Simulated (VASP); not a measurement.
Wanted: the native input for a VASP 6.6.1 run.

| Item | Value |
| --- | --- |
| Task | relaxation of cell and atoms |
| Functional | PBEsol |
| Potentials or basis | VASP PAW PBE potentials, release 64 (O, Y_sv, Hf_pv) |
| Cutoff | 600 eV |
| k mesh | 4 × 3 × 3 |
| Occupations | gaussian, width 0.1 eV |
| Spin | no spin polarisation |
| Dipole correction | no |
| Further INCAR settings | ALGO = Normal; EDIFF = 1e-06; ISYM = 0; IBRION = 2; EDIFFG = -0.04; NSW = 45; ISIF = 3 |

The structure of Y2Hf3O9 lies in POSCAR:

```
Y2Hf3O9
1.0
   -5.2095041652     -0.0272358049      0.0693710789
   -2.6122018171      5.1055544165      2.6693279015
   -2.5217631013      2.4597195834     -5.0621018375
O Y Hf
9 2 3
Direct
    0.6690002375      0.2819615479      0.8908253661
    0.8176514107      0.7236443523      0.1030361153
    0.4627503026      0.9030493275      0.7193405378
    0.0608539643      0.1001066344      0.3011956311
    0.9948050714      0.8424252043      0.6578728537
    0.5199498306      0.1308324139      0.3369080413
    0.1704292647      0.3501807184      0.8196925342
    0.7026385531      0.5095184975      0.5123448293
    0.3607568795      0.6732088925      0.1391482650
    0.0022430980      0.9921757025      0.0034306706
    0.1827963619      0.4036222657      0.1738052293
    0.6516870588      0.1663582048      0.6004947813
    0.7516833442      0.5968298217      0.8303651578
    0.4164474776      0.8340761674      0.4015576754
```

One way to write it, as run:

INCAR

```
SYSTEM = Y2Hf3O9
PREC     = Accurate       ! precision mode
ENCUT    = 600            ! plane-wave cutoff, eV
EDIFF    = 1E-6           ! SCF threshold, eV
ISMEAR   = 0              ! smearing method
SIGMA    = 0.1            ! smearing width, eV
LREAL    = .False.        ! projectors in reciprocal space
LASPH    = .True.         ! aspherical terms in the spheres
NELM     = 100            ! most SCF steps
ALGO     = Normal         ! electronic algorithm
ISIF     = 3              ! what is computed and relaxed
LWAVE    = .False.        ! write WAVECAR
LCHARG   = .False.        ! write CHGCAR
GGA      = PS             ! functional
IBRION   = 2              ! ionic algorithm
NSW      = 45             ! ionic steps
EDIFFG   = -0.04          ! ionic threshold
ISYM     = 0
```

KPOINTS

```
regular mesh
0
Gamma
  4 3 3
  0 0 0
```

Potentials or basis: VASP PAW PBE potentials, release 64 (O, Y_sv, Hf_pv).

Run with:

```sh
$ cat potpaw_PBE.64/O/POTCAR potpaw_PBE.64/Y_sv/POTCAR potpaw_PBE.64/Hf_pv/POTCAR > POTCAR
$ mpirun -np 1 vasp_std > vasp.out
```

Results of the run:

The relaxed volume is 12.02 Å³/atom. The relaxed cell is a = 5.198 Å, b = 6.305 Å, c = 6.147 Å, α = 81.73°, β = 66.70°, γ = 65.51°, the space group after relaxing (to 0.1 Å) is P1 (No. 1) and the energy gained by relaxing is 0.9 meV/atom. The ionic steps are 5. The pressure after relaxing is 0.0 GPa and the largest force after relaxing is 0.037 eV/Å. The band gap on the k mesh is 4.23 eV (least direct gap 4.24 eV).

Caveat: the PAW data sets were made with another functional, which shifts forces and pressure a little; spin-orbit coupling is left out, which moves the levels of the heavy elements.

Wall time 34 min on 1 thread of Intel Xeon 8259CL, with other jobs on the host, peak memory 0.48 GiB.
